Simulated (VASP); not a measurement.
The system is LaFeGe.

```
La Ge Fe
1.0
     4.23181    0.00000    0.00000
    -2.11590    3.66485    0.00000
     0.00000    0.00000    4.28578
La Ge Fe
1 1 1
Direct
  0.00000 0.00000 0.00000
  0.66667 0.33333 0.50000
  0.33333 0.66667 0.50000
```

Base run:

* Program: VASP 6.6.1
* Functional: PBE
* Potentials or basis: VASP PAW PBE potentials, release 64 (La, Ge_d, Fe)
* Cutoff: 520 eV
* k mesh: 6 × 6 × 5
* Occupations: fermi-dirac, width 0.05 eV
* Spin: collinear spin, ferromagnetic start
* Starting moments: [0.0, 0.0, 1.5] μB
* Fixed moment: 1.5 μB

Its results: pressure -1.4 GPa; site moments La -0.11; Ge -0.05; Fe +1.82 μB.

The run is repeated on the same cell with these changes: fixed moment from 1.5 μB to 3 μB; moments at the start from [0.0, 0.0, 1.5] to [0.0, 0.0, 3.0]. What comes out?

Pressure 1.2 GPa; site moments La +0.06; Ge +0.07; Fe +2.60 μB.

Caveats: the total moment is fixed, so each spin has its own Fermi level.
